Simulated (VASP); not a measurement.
# Li15S8 (a cell with a defect) in VASP: single point with PBE

Aim: the single point of Li15S8 (a cell with a defect) with PBE.

All numbers are computed with VASP 6.6.1; they aren't measurements. Logs are shortened: lines on timing, memory, paths and dates and some standing lists are left out, and cuts for length are marked.

### Step 1. The cell of the first run

The cell holds a defect, 23 atoms: a = 7.981 Å, b = 7.981 Å, c = 7.981 Å, α = 60.00°, β = 60.00°, γ = 60.00°.

### Step 2. Single point, PBE

File INCAR:

```
SYSTEM = Li15S8
PREC     = Accurate       ! precision mode
ENCUT    = 650            ! plane-wave cutoff, eV
EDIFF    = 1E-6           ! SCF threshold, eV
ISMEAR   = -1             ! smearing method
SIGMA    = 0.1            ! smearing width, eV
LREAL    = .False.        ! projectors in reciprocal space
LASPH    = .True.         ! aspherical terms in the spheres
NELM     = 120            ! most SCF steps
ALGO     = Normal         ! electronic algorithm
ISIF     = 2              ! what is computed and relaxed
LWAVE    = .False.        ! write WAVECAR
LCHARG   = .False.        ! write CHGCAR
GGA      = PE             ! functional
NBANDS   = 64             ! bands
GGA_COMPAT= .False.
```

File KPOINTS:

```
regular mesh
0
Gamma
  2 2 2
  0 0 0
```

File POSCAR:

```
Li15S8
1.0
    0.0000000000      5.6432580000      5.6432580000
    5.6432580000      0.0000000000      5.6432580000
    5.6432580000      5.6432580000      0.0000000000
S Li
8 15
Direct
   -0.0007082788      0.0030372526      0.0003896685
   -0.0003061175     -0.0030570107      0.5064800333
   -0.0007454913      0.4973323920      0.0003969338
   -0.0011573102      0.5034536787      0.4943309344
    0.5053271532     -0.0030300759      0.0008146890
    0.4992764818      0.0243710282      0.5003854157
    0.4932041030      0.5034520839     -0.0000668054
    0.4992818865      0.4760135900      0.5003817830
    0.1342919285      0.1151489087      0.1354596937
    0.3675123484      0.3819658786      0.3686212822
    0.1289689396      0.1266373077      0.6182827367
    0.3812897620      0.3737691064      0.8707373471
    0.1220607847      0.6273945831      0.1231916917
    0.4992971259      0.7500418198      0.5006413848
    0.1289661929      0.6261864157      0.6182888502
    0.3813771229      0.8742268207      0.8707208673
    0.6171885992      0.1266127652      0.1300628998
    0.8696119334      0.3737570567      0.3824920817
    0.6310368053      0.1184334475      0.6321668263
    0.8642533267      0.3852008007      0.8653682855
    0.6171960417      0.6261982883      0.1300515589
    0.8695659493      0.8742191124      0.3825029797
    0.8764751674      0.8729817953      0.8776023531
```

Potentials or basis: VASP PAW PBE potentials, release 64 (S, Li_sv).

Started as:

```
$ cat potpaw_PBE.64/S/POTCAR potpaw_PBE.64/Li_sv/POTCAR > POTCAR
$ mpirun -np 1 vasp_std > vasp.out
```

OUTCAR:

```text
SYSTEM = Li15S8
   PREC = Accurate
   ENCUT = 650
   EDIFF = 1E-6
   ISMEAR = -1
   LREAL = .False.
   LASPH = .True.
   NELM = 120
   ISIF = 2
   GGA = PE

 ion  position               nearest neighbor table
   1  0.999  0.003  0.000-  13 2.45  23 2.45  16 2.49  17 2.49  11 2.49  22 2.49  20 2.49   9 2.49

   2  1.000  0.997  0.506-  19 2.40  15 2.42  11 2.42  23 2.42   9 2.42  18 2.46  22 2.46
   3  0.999  0.497  0.000-  23 2.45  13 2.45  12 2.49  21 2.49  18 2.49  15 2.49  20 2.49   9 2.49

   4  0.999  0.503  0.494-  10 2.40  22 2.42  18 2.42  13 2.42  20 2.42  15 2.46  11 2.46
   5  0.505  0.997  0.001-  19 2.40  17 2.42  21 2.42  23 2.42   9 2.42  16 2.46  12 2.46
   6  0.499  0.024  0.500-  14 2.19  10 2.34  19 2.34  22 2.42  11 2.42  17 2.42  16 2.42
   7  0.493  0.503  1.000-  10 2.40  16 2.42  12 2.42  13 2.42  20 2.42  17 2.46  21 2.46
   8  0.499  0.476  0.500-  14 2.19  10 2.34  19 2.34  15 2.42  18 2.42  21 2.42  12 2.42
   9  0.134  0.115  0.135-   2 2.42   5 2.42   1 2.49   3 2.49
  10  0.368  0.382  0.369-   8 2.34   6 2.34   4 2.40   7 2.40
  11  0.129  0.127  0.618-   2 2.42   6 2.42   4 2.46   1 2.49
  12  0.381  0.374  0.871-   7 2.42   8 2.42   5 2.46   3 2.49
  13  0.122  0.627  0.123-   4 2.42   7 2.42   1 2.45   3 2.45
  14  0.499  0.750  0.501-   8 2.19   6 2.19
  15  0.129  0.626  0.618-   2 2.42   8 2.42   4 2.46   3 2.49
  16  0.381  0.874  0.871-   7 2.42   6 2.42   5 2.46   1 2.49
  17  0.617  0.127  0.130-   5 2.42   6 2.42   7 2.46   1 2.49
  18  0.870  0.374  0.382-   4 2.42   8 2.42   2 2.46   3 2.49
  19  0.631  0.118  0.632-   8 2.34   6 2.34   5 2.40   2 2.40
  20  0.864  0.385  0.865-   4 2.42   7 2.42   3 2.49   1 2.49
  21  0.617  0.626  0.130-   5 2.42   8 2.42   7 2.46   3 2.49
  22  0.870  0.874  0.383-   4 2.42   6 2.42   2 2.46   1 2.49
  23  0.876  0.873  0.878-   2 2.42   5 2.42   3 2.45   1 2.45

  LATTYP: Found a face centered cubic cell.
 ALAT       =    11.2865160000

  Lattice vectors:

 A1 = (   0.0000000000,   5.6432580000,   5.6432580000)
 A2 = (   5.6432580000,   0.0000000000,   5.6432580000)
 A3 = (   5.6432580000,   5.6432580000,   0.0000000000)

Analysis of symmetry for initial positions (statically):
=====================================================================
 Subroutine PRICEL returns:
 Original cell was already a primitive cell.

 Routine SETGRP: Setting up the symmetry group for a
 face centered cubic supercell.

 Subroutine GETGRP returns: Found  1 space group operations
 (whereof  1 operations were pure point group operations)
 out of a pool of 48 trial point group operations.

The static configuration has the point symmetry C_1 .

Analysis of symmetry for dynamics (positions and initial velocities):
[... 145 lines left out ...]
   TEBEG  =    0.0;   TEEND  =   0.0 temperature during run
   PSTRESS=    0.0 pullay stress
   NELECT =      93.0000    total number of electrons
   NUPDOWN=      -1.0000    fix difference up-down
   EMIN   =  10.00;   EMAX   =-10.00  energy-range for DOS
   EFERMI =   0.00;   METHOD = LEGACY
   ISMEAR =    -1;   SIGMA  =   0.10  broadening in eV -4-tet -1-fermi 0-gaus
   EFERMI_NEDOS =   21; number of points for ismear=-14 and -15
   IALGO  =     38    algorithm
   IMIX   =      4    mixing-type and parameters
     AMIX     =   0.40;   BMIX     =  1.00
     AMIX_MAG =   1.60;   BMIX_MAG =  1.00
  volume/ion in A,a.u.               =      15.63       105.46
  Fermi-wavevector in a.u.,A,eV,Ry     =   1.043188  1.971339 14.806420  1.088241
  Thomas-Fermi vector in A             =   2.177886
   LORBIT       =      0    0 simple, 1 ext, 2 COOP (PROOUT), +10 PAW based schemes
   GGA     = PE    functional components
   LHFCALC =     F    Hartree Fock is set to
   AEXX    =    0.0000 exact exchange contribution
   IVDW    =     0    specifies the selected vdW correction
   LEPSILON=     F    determine dielectric tensor
   LRPA    =     F    only Hartree local field effects (RPA)
 non-spin polarized calculation
  energy-cutoff  :      650.00
  volume of cell :      359.43
 maximum number of plane-waves:     13600
 NGX is ok and might be reduce to    70
   NGX = 33   NGY = 33   NGZ = 33

 number of electron      92.9999993 magnetization

 Free energy of the ion-electron system (eV)
  ---------------------------------------------------
  ext. energy  EPLUGINS =         0.00000000
  ---------------------------------------------------
  free energy    TOTEN  =       -90.37828333 eV

  energy without entropy =      -90.15187813  energy(sigma->0) =      -90.26508073

 E-fermi :   1.4242     XC(G=0):  -8.4904

 val. band max:        1.3642803599   @ k =   0.0000   0.0000   0.0000
 cond. band min:       1.4731833436   @ k =   0.0000   0.0000   0.0000
 fundamental gap:      0.1089029837
 Fermi energy:         1.4242230441

 k-point     1 :       0.0000    0.0000    0.0000
  band No.  band energies     occupation
      1     -42.9524      2.00000
      2     -42.7053      2.00000
      3     -42.7005      2.00000
      4     -42.6937      2.00000
      5     -42.6937      2.00000
      6     -42.6922      2.00000
[... 477 lines left out ...]
     57       8.0590      0.00000
     58       8.4037      0.00000
 [bands above 58 left out]

------------------------ aborting loop because EDIFF is reached ----------------------------------------

  FORCE on cell =-STRESS in cart. coord.  units (eV):
  Direction    XX          YY          ZZ          XY          YZ          ZX
  --------------------------------------------------------------------------------------
  -------------------------------------------------------------------------------------
  Total        4.5273412      2.1222389      4.5277220     -0.0016862      0.0007110      1.9958387
  in kB       20.1806011      9.4598695     20.1822984     -0.0075161      0.0031695      8.8964409
  external PRESSURE =      16.6075897 kB  Pullay stress =       0.0000000 kB

 VOLUME and BASIS-vectors are now :
 -----------------------------------------------------------------------------
  energy-cutoff  :      650.00
  volume of cell :      359.43
      direct lattice vectors                 reciprocal lattice vectors
     0.000000000  5.643258000  5.643258000    -0.088601301  0.088601301  0.088601301
     5.643258000  0.000000000  5.643258000     0.088601301 -0.088601301  0.088601301
     5.643258000  5.643258000  0.000000000     0.088601301  0.088601301 -0.088601301

 POSITION                                       TOTAL-FORCE (eV/Angst)
 -----------------------------------------------------------------------------------
      0.01934      5.64146      5.65640         0.008963     -0.000240      0.008419
      8.48420      8.49973     11.26754        -0.011950      0.017062      0.012069
      2.80881      5.64129      8.44563        -0.008466      0.000276     -0.008310
      5.63076      8.42636      8.47785         0.011628     -0.017429     -0.012127
      5.63076      2.85629      8.47785         0.011464      0.017221     -0.012021
      2.96134      5.64135      2.95508         0.057794     -0.000251      0.057725
[... 15 lines left out ...]
      7.09201      7.06575      9.84063        -0.007107      0.018933      0.000776
      9.87900      9.89871      9.87264         0.000207     -0.013860      0.000168
 -----------------------------------------------------------------------------------
    total drift:                               -0.000021     -0.000159      0.000088

  FREE ENERGIE OF THE ION-ELECTRON SYSTEM (eV)
  ---------------------------------------------------
  free  energy   TOTEN  =       -90.3782833308 eV

  energy  without entropy=      -90.1518781270  energy(sigma->0) =      -90.26508073
```

Wall time 15 min (1 thread of Oxide Virtual Turin-like, shared host); peak memory 0.74 GiB.

Results:

- Free energy: -90.3783 eV
- Pressure: 1.7 GPa
- Largest force: 0.082 eV/Å
- Band gap on the k mesh: zero (an odd number of electrons rules out a gap without spin polarisation)

Forces in eV/Å, atoms in the order of the input:
```
S    0.009  0.000  0.008
S   -0.012  0.017  0.012
S   -0.008  0.000 -0.008
S    0.012 -0.017 -0.012
S    0.011  0.017 -0.012
S    0.058  0.000  0.058
S   -0.012 -0.017  0.012
S   -0.058  0.000 -0.058
Li   0.000  0.008  0.000
Li   0.000 -0.021  0.000
Li   0.000 -0.018 -0.007
Li   0.006  0.019  0.000
Li   0.000  0.014  0.000
Li   0.001  0.002  0.001
Li   0.007 -0.019 -0.001
Li   0.001  0.018 -0.007
Li  -0.007 -0.019  0.000
Li   0.000  0.018  0.007
Li   0.000  0.020  0.000
Li   0.000 -0.008  0.000
Li   0.000 -0.019  0.006
Li  -0.007  0.019  0.001
Li   0.000 -0.014  0.000
```

Levels at points of the mesh, in eV from the Fermi level:
```tsv
k point	band 44	band 45	band 46	band 47	band 48	band 49	band 50	band 51
(0.00, 0.00, 0.00)	-0.28	-0.06	0.05	0.07	3.37	3.64	3.65	4.47
(0.50, 0.00, 0.00)	-0.41	-0.25	-0.25	-0.16	4.66	4.93	5.04	5.16
(0.00, 0.50, 0.00)	-0.32	-0.22	-0.13	-0.08	4.76	5.07	5.12	5.13
(0.00, 0.00, 0.50)	-0.41	-0.25	-0.25	-0.16	4.66	4.93	5.04	5.16
(0.50, 0.50, 0.50)	-0.32	-0.22	-0.13	-0.08	4.76	5.07	5.12	5.13
(0.50, 0.50, 0.00)	-0.55	-0.45	-0.43	-0.25	4.91	4.93	5.52	5.67
(0.00, 0.50, 0.50)	-0.55	-0.45	-0.43	-0.25	4.91	4.93	5.52	5.67
(0.50, 0.00, 0.50)	-0.62	-0.57	-0.49	-0.30	4.97	5.08	5.29	5.71
```

Caveat: the k points lie up to 0.48 Å⁻¹ apart, too coarse for converged energies and pressures of a metal.

The gap in the log of VASP goes by the Fermi energy; the results here count the filled bands.